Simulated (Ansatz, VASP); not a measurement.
# TiPt3 in VASP and in Ansatz

The input INCAR:

```
  PREC = Accurate
  ENCUT = 520
  EDIFF = 1E-8
  ISMEAR = -1
  SIGMA = 0.05
  LREAL = F
  LASPH = T
  NELM = 100
  ALGO = Normal
  ISIF = 2
  LWAVE = F
  LCHARG = F
  GGA = PS
  LEFG = T
  NBANDS = 29
```

Contents of KPOINTS:

```
Automatic mesh
0
Gamma
  9 9 9
```

POSCAR

```
TiPt3
1.0
    3.8970000000      0.0000000000      0.0000000000
    0.0000000000      3.8970000000      0.0000000000
    0.0000000000      0.0000000000      3.9749400000
Ti Pt
1 3
Direct
    0.0000000000      0.0000000000      0.0000000000
    0.0000000000      0.5000000000      0.5000000000
    0.5000000000      0.0000000000      0.5000000000
    0.5000000000      0.5000000000      0.0000000000
```

Input for Ansatz:

```yaml
crystal:
  lattice:
    - [3.897, 0.0, 0.0]
    - [0.0, 3.897, 0.0]
    - [0.0, 0.0, 3.97494]
  atoms:
    - { symbol: Ti, position: [0.0, 0.0, 0.0] }
    - { symbol: Pt, position: [0.0, 0.5, 0.5] }
    - { symbol: Pt, position: [0.5, 0.0, 0.5] }
    - { symbol: Pt, position: [0.5, 0.5, 0.0] }
kpoints:
  mp_grid: { grid: [9, 9, 9] }
scf:
  occupations: { method: fermi_dirac, width: 0.05 }
hamiltonian:
  xc: pbesol
  pseudopotentials: { kind: paw }
output:
  forces: true
  stress: true
  eigenvalues: true
  efg: { contact_densities: true }
```

Change from the starting cell: zz strain of +2 %, PAW files.

Alike in both runs: task electric field gradients; functional PBEsol; k mesh 9 × 9 × 9; occupations fermi-dirac, width 0.05 eV; no spin polarisation.

```csv
,VASP,Ansatz
version,VASP 6.6.1,Ansatz 0.2.0
potentials or method,"VASP PAW PBE potentials, release 64 (Ti_sv, Pt)","PAW with Ansatz's default frozen-core files, scalar-relativistic"
plane-wave cutoff (eV),520,420
valence electrons in the cell,42,66
```

Ansatz gave:

| Quantity | Value |
| --- | --- |
| pressure (GPa) | -4.5 |
| traceless stress, the component that is largest in VASP (GPa) | -2.36 |
| size of Vzz on the site where it differs most (V/Å²) | 75.6 |

Problem. What did VASP give for the same quantities?

Solution. Pressure (GPa): -4.7; traceless stress, the component that is largest in VASP (GPa): -2.36; size of Vzz on the site where it differs most (V/Å²): 64.8.

VASP's potentials were made for PBE, not for PBEsol. VASP's potentials hold 42 valence electrons a cell and Ansatz's 66, so a difference there can come from the potentials and not from the codes.

Spin-orbit coupling is off throughout.
